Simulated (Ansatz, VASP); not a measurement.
Two plane-wave programs on La2O3

The input POSCAR:

```
La2O3
1.0
    6.2667802800      0.0000000000      0.0000000000
   -3.1333901400      5.4271909200      0.0000000000
    0.0000000000      0.0000000000      3.2997660000
La O
2 3
Direct
    0.3333333304      0.6666666704      0.5000000000
    0.6666666696      0.3333333296      0.5000000000
    0.4919859996      0.4919859996      0.0000000000
    0.0000000000      0.5080140004      0.0000000000
    0.5080140005      0.0000000000      0.0000000000
```

File INCAR.step1:

```
PREC = Accurate ; ENCUT = 520
ISMEAR = 0 ; SIGMA = 0.01
LREAL = False ; LASPH = True
NELM = 80 ; NBANDS = 28
GGA = PE ; ALGO = Normal
EDIFF = 1E-4 ; LWAVE = True
LCHARG = False
```

INCAR.step2

```
PREC = Accurate ; ENCUT = 520
EDIFF = 1E-7 ; ISMEAR = 0
SIGMA = 0.01 ; LREAL = False
LASPH = True ; NELM = 80
ALGO = Normal ; ISIF = 2
LWAVE = False ; LCHARG = False
METAGGA = R2SCAN ; LMIXTAU = True
NBANDS = 28 ; ISTART = 1
```

KPOINTS

```
Automatic mesh
0
Gamma
  6 6 6
```

Input for Ansatz:

```yaml
crystal:
  lattice:
    - [6.26678028, 0.0, 0.0]
    - [-3.13339014, 5.42719092, 0.0]
    - [0.0, 0.0, 3.299766]
  atoms:
    - { symbol: La, position: [0.3333333303887599, 0.6666666703518143, 0.5] }
    - { symbol: La, position: [0.6666666696112401, 0.3333333296481857, 0.5] }
    - { symbol: O, position: [0.4919859995924929, 0.4919859996375436, 0.0] }
    - { symbol: O, position: [-4.505069452072659e-11, 0.5080140003624564, 0.0] }
    - { symbol: O, position: [0.5080140004525577, 0.0, 0.0] }
basis:
  ecutwfc: 612.25619053473
kpoints:
  mp_grid:
    grid: [6, 6, 6]
hamiltonian:
  xc: r2scan
  pseudopotentials:
    kind: paw
scf:
  occupations:
    method: fixed
output:
  stress: true
```

Alike in both runs: task single point; functional r2SCAN; k mesh 6 × 6 × 6; no spin polarisation.

|  | VASP | Ansatz |
| --- | --- | --- |
| version | VASP 6.6.1 | Ansatz 0.2.0 |
| potentials or method | VASP PAW PBE potentials, release 64 (La, O), cutoff 520 eV | plane waves, PAW |
| occupations | gaussian, width 0.01 eV | fixed |
| valence electrons in the cell | 40 | 40 |

Ansatz gave:

| Quantity | Value |
| --- | --- |
| pressure (GPa) | 1.4 |
| traceless stress, the component that is largest in VASP (GPa) | -1.79 |

**Question.** Which values does VASP return?

**Answer.** Pressure (GPa): 0.9; traceless stress, the component that is largest in VASP (GPa): -1.88.

VASP's potentials were made for PBE, not for r2SCAN.

Neither program's run includes spin-orbit coupling.
